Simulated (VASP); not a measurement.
# Pt (R-3m) in VASP: a series of runs, part 2 of 2

VASP 6.6.1. The steps go on from the part before.

### Step 5. Single point, PBE

This run uses another cell than the first one, of 15.75 Å³/atom.

File INCAR:

```
SYSTEM = Pt
ALGO = Fast ; EDIFF = 1E-7
ENCUT = 520 ; GGA = PE
ISIF = 2 ; ISMEAR = 1
LASPH = .TRUE. ; LCHARG = .FALSE.
LREAL = .FALSE. ; LWAVE = .FALSE.
NBANDS = 22 ; NELM = 100
PREC = Accurate ; SIGMA = 0.1
```

File KPOINTS:

```
k-points
0
G
  18 18 8
  0 0 0
```

File POSCAR:

```
Pt
1.0
    2.8343746730      0.0000000000      0.0000000000
   -1.4171873365      2.4546404706      0.0000000000
    0.0000000000      0.0000000000      6.7906889189
Pt
3
Direct
    0.0000000000      0.0000000000      0.0000000000
    0.3333333333      0.6666666667      0.3333333333
    0.6666666667      0.3333333333      0.6666666667
```

Potentials or basis: VASP PAW PBE potentials, release 64 (Pt).

Started as:

```console
cat potpaw_PBE.64/Pt/POTCAR > POTCAR
mpirun -np 1 vasp_std > vasp.out
```

OUTCAR:

```text
SYSTEM = Pt
   EDIFF = 1E-7
   ENCUT = 520
   GGA = PE
   ISIF = 2
   ISMEAR = 1
   LASPH = .TRUE.
   LREAL = .FALSE.
   NELM = 100
   PREC = Accurate

 ion  position               nearest neighbor table
   1  0.000  0.000  0.000-   2 2.79   3 2.79   2 2.79   3 2.79   3 2.79   2 2.79
   2  0.333  0.667  0.333-   1 2.79   1 2.79   1 2.79   3 2.79   3 2.79   3 2.79
   3  0.667  0.333  0.667-   1 2.79   1 2.79   1 2.79   2 2.79   2 2.79   2 2.79

  LATTYP: Found a hexagonal cell.
 ALAT       =     2.8343746730
 C/A-ratio  =     2.3958331916

  Lattice vectors:

 A1 = (   2.8343746730,   0.0000000000,   0.0000000000)
 A2 = (  -1.4171873365,   2.4546404706,   0.0000000000)
 A3 = (   0.0000000000,   0.0000000000,   6.7906889189)

Analysis of symmetry for initial positions (statically):
=====================================================================
 Subroutine PRICEL returns following result:

  LATTYP: Found a trigonal (rhomboedric) cell.
 ALAT       =     2.7931363369
[... 186 lines left out ...]
  free energy    TOTEN  =       -18.28060368 eV

  energy without entropy =      -18.27925831  energy(sigma->0) =      -18.28015523

 E-fermi :  10.4453     XC(G=0): -13.2311

 val. band max:       10.4442934661   @ k =   0.2222   0.1667   0.5000
 cond. band min:      10.4455032922   @ k =   0.2222   0.0000   0.0000
 fundamental gap:      0.0012098262
 Fermi energy:        10.4453038243

 k-point     1 :       0.0000    0.0000    0.0000
  band No.  band energies     occupation
      1       0.7131      2.00000
      2       3.4691      2.00000
      3       3.4691      2.00000
      4       6.8275      2.00000
      5       6.8275      2.00000
      6       7.0864      2.00000
[... 589 lines left out ...]
     21      18.5476      0.00000
     22      21.2885      0.00000

 [... further k-points ...]

------------------------ aborting loop because EDIFF is reached ----------------------------------------

  FORCE on cell =-STRESS in cart. coord.  units (eV):
  Direction    XX          YY          ZZ          XY          YZ          ZX
  --------------------------------------------------------------------------------------
  -------------------------------------------------------------------------------------
  Total       -0.8492709     -0.8492709     -0.1439005      0.0000000      0.0000000     -0.0000000
  in kB      -28.8003550    -28.8003550     -4.8799331      0.0000000      0.0000000     -0.0000000
  external PRESSURE =     -20.8268810 kB  Pullay stress =       0.0000000 kB

 VOLUME and BASIS-vectors are now :
 -----------------------------------------------------------------------------
  energy-cutoff  :      520.00
  volume of cell :       47.25
      direct lattice vectors                 reciprocal lattice vectors
     2.834374673  0.000000000  0.000000000     0.352811507  0.203695819  0.000000000
    -1.417187337  2.454640471  0.000000000     0.000000000  0.407391637  0.000000000
     0.000000000  0.000000000  6.790688919     0.000000000  0.000000000  0.147260464

 POSITION                                       TOTAL-FORCE (eV/Angst)
 -----------------------------------------------------------------------------------
      0.00000      0.00000      0.00000         0.000000      0.000000     -0.000000
     -0.00000      1.63643      2.26356         0.000000     -0.000000      0.000000
      1.41719      0.81821      4.52713        -0.000000      0.000000     -0.000000
 -----------------------------------------------------------------------------------
    total drift:                               -0.000000      0.000000      0.000000

  FREE ENERGIE OF THE ION-ELECTRON SYSTEM (eV)
  ---------------------------------------------------
  free  energy   TOTEN  =       -18.2806036820 eV

  energy  without entropy=      -18.2792583125  energy(sigma->0) =      -18.28015523
```

OSZICAR:

```text
N       E                     dE             d eps       ncg     rms          rms(c)
DAV:   1     0.173871255592E+03    0.17387E+03   -0.15276E+04 11800   0.130E+03
DAV:   2    -0.152077326574E+02   -0.18908E+03   -0.17653E+03 12696   0.287E+02
DAV:   3    -0.193995038878E+02   -0.41918E+01   -0.41138E+01 13834   0.425E+01
DAV:   4    -0.194290854895E+02   -0.29582E-01   -0.29573E-01 13378   0.374E+00
DAV:   5    -0.194293976894E+02   -0.31220E-03   -0.31220E-03 13954   0.417E-01    0.197E+01
RMM:   6    -0.183853388249E+02    0.10441E+01   -0.18647E+00 11717   0.941E+00    0.104E+01
RMM:   7    -0.182947641435E+02    0.90575E-01   -0.54985E-01 12060   0.487E+00    0.335E+00
RMM:   8    -0.182830227014E+02    0.11741E-01   -0.10334E-01 12011   0.225E+00    0.152E+00
RMM:   9    -0.182805064481E+02    0.25163E-02   -0.71561E-03 12501   0.570E-01    0.663E-02
RMM:  10    -0.182805902594E+02   -0.83811E-04   -0.83204E-04 12658   0.152E-01    0.768E-02
RMM:  11    -0.182806273582E+02   -0.37099E-04   -0.15432E-04 12684   0.799E-02    0.167E-01
RMM:  12    -0.182806008492E+02    0.26509E-04   -0.15795E-04 12401   0.897E-02    0.551E-02
RMM:  13    -0.182806024233E+02   -0.15741E-05   -0.83614E-06 12699   0.198E-02    0.299E-02
RMM:  14    -0.182806030936E+02   -0.67029E-06   -0.21771E-06 12792   0.943E-03    0.984E-03
RMM:  15    -0.182806035058E+02   -0.41223E-06   -0.42947E-07 10198   0.385E-03    0.257E-03
RMM:  16    -0.182806036305E+02   -0.12473E-06   -0.91125E-08  7471   0.178E-03    0.426E-04
RMM:  17    -0.182806036820E+02   -0.51451E-07   -0.19623E-08  6360   0.818E-04
   1 F= -.18280604E+02 E0= -.18280155E+02  d E =-.134537E-02
```

stdout:

```text
POSCAR found type information on POSCAR Pt
 POSCAR found :  1 types and       3 ions
 scaLAPACK will be used
 LDA part: xc-table for (Slater+PW92), standard interpolation
 POSCAR, INCAR and KPOINTS ok, starting setup
 FFT: planning ... GRIDC
 FFT: planning ... GRID_SOFT
 FFT: planning ... GRID
 WAVECAR not read
 entering main loop
```

It took 2 min on 1 thread of Intel Xeon 6975P-C (Granite Rapids), shared host; peak memory 0.34 GiB.

Results:

```
Free energy            : -18.2806 eV
Pressure               : -2.1 GPa
Band gap on the k mesh : zero (bands 15 and 16 overlap by 1.77 eV)
```

Levels at points of the mesh, in eV from the Fermi level:
| k point | band 11 | band 12 | band 13 | band 14 | band 15 | band 16 | band 17 | band 18 | band 19 | band 20 |
| --- | --- | --- | --- | --- | --- | --- | --- | --- | --- | --- |
| (0.00, 0.00, 0.00) | -2.97 | -2.97 | -1.51 | -1.51 | -0.80 | -0.80 | -0.80 | -0.80 | 10.41 | 10.41 |
| (0.50, 0.00, 0.00) | -0.01 | 0.00 | 0.00 | 0.44 | 0.47 | 1.87 | 2.37 | 2.37 | 6.19 | 6.19 |
| (0.00, 0.00, 0.50) | -3.23 | -1.68 | -1.68 | -1.68 | -1.68 | -0.11 | 0.08 | 0.08 | 5.83 | 14.15 |
| (0.50, 0.00, 0.50) | -1.09 | -0.35 | -0.06 | 0.09 | 0.16 | 0.16 | 2.87 | 2.87 | 5.43 | 8.38 |

Caveat: spin-orbit coupling is left out, which moves the levels of the heavy elements.

### Step 6. Single point, PBE

This run uses another cell than the first one, of 15.81 Å³/atom.

File INCAR:

```
PREC     = Accurate       # precision mode
ENCUT    = 520            # plane-wave cutoff, eV
EDIFF    = 1E-7           # SCF threshold, eV
ISMEAR   = 1              # smearing method
SIGMA    = 0.1            # smearing width, eV
LREAL    = False          # projectors in reciprocal space
LASPH    = True           # aspherical terms in the spheres
NELM     = 100            # most SCF steps
ALGO     = Fast           # electronic algorithm
ISIF     = 2              # what is computed and relaxed
LWAVE    = False          # write WAVECAR
LCHARG   = False          # write CHGCAR
GGA      = PE             # functional
NBANDS   = 22             # bands
```

File KPOINTS:

```
Automatic mesh
0
Gamma
  18 18 8
```

POSCAR: that of step 5 with these lines changed.

```diff
@@ -4,3 +4,3 @@
    -1.4171873365      2.4546404706      0.0000000000
-    0.0000000000      0.0000000000      6.7906889189
+    0.0000000000      0.0000000000      6.8170562630
 Pt
```

Potentials or basis: VASP PAW PBE potentials, release 64 (Pt).

Started as:

```console
cat potpaw_PBE.64/Pt/POTCAR > POTCAR
mpirun -np 1 vasp_std > vasp.out
```

It took 2 min on 1 thread of Intel Xeon 6975P-C (Granite Rapids), shared host; peak memory 0.34 GiB.

The run converged. Its results:

```yaml
Free_energy: -18.2795 eV
Pressure: -3.0 GPa
Band_gap_on_the_k_mesh: zero (bands 15 and 16 overlap by 1.74 eV)
```

Stress tensor (GPa, compression positive):
```
-3.67  0.00  0.00
 0.00 -3.67  0.00
 0.00  0.00 -1.76
```

Levels at points of the mesh, in eV from the Fermi level:
```
           k point  band 12  band 13  band 14  band 15  band 16  band 17  band 18  band 19
(0.00, 0.00, 0.00)    -2.96    -1.50    -1.50    -0.79    -0.79    -0.79    -0.79    10.32
(0.50, 0.00, 0.00)     0.02     0.02     0.44     0.47     1.88     2.37     2.37     6.17
(0.00, 0.00, 0.50)    -1.66    -1.66    -1.66    -1.66    -0.12     0.07     0.07     5.74
(0.50, 0.00, 0.50)    -0.32    -0.04     0.08     0.17     0.17     2.87     2.87     5.41
```

Caveat: the cell stands under tension; spin-orbit coupling is left out, which moves the levels of the heavy elements.

### Step 7. Overview

| cell | further INCAR settings | gap on the mesh (eV) | pressure (GPa) |
| --- | --- | --- | --- |
| a = 2.778, b = 2.778, c = 6.941 Å, angles 90.0, 90.0, 120.0°, 3 atoms | ALGO = Fast; EDIFF = 1e-07; NBANDS = 22 | none | 2.4 |
| a = 2.778, b = 2.778, c = 6.974 Å, angles 90.0, 90.0, 120.0°, 3 atoms | ALGO = Fast; EDIFF = 1e-06; NBANDS = 22 | none | 1.2 |
| a = 2.806, b = 2.806, c = 6.879 Å, angles 90.0, 90.0, 120.0°, 3 atoms | ALGO = Fast; EDIFF = 1e-06; NBANDS = 22 | none | -0.5 |
| a = 2.834, b = 2.834, c = 6.791 Å, angles 90.0, 90.0, 120.0°, 3 atoms | ALGO = Fast; EDIFF = 1e-07; NBANDS = 22 | none | -2.1 |
| a = 2.834, b = 2.834, c = 6.817 Å, angles 90.0, 90.0, 120.0°, 3 atoms | ALGO = Fast; EDIFF = 1e-07; NBANDS = 22 | none | -3.0 |

Alike in all rows: task single point; level PBE; potentials or basis VASP PAW PBE potentials, release 64 (Pt); no spin polarisation; k mesh 18 × 18 × 8; cutoff (eV) 520; smearing methfessel-paxton 0.1 eV.

Caveats: spin-orbit coupling is left out, which moves the levels of the heavy elements; the cell stands under tension (at least some runs).

Absolute energies hang on the potentials; compare differences alone.
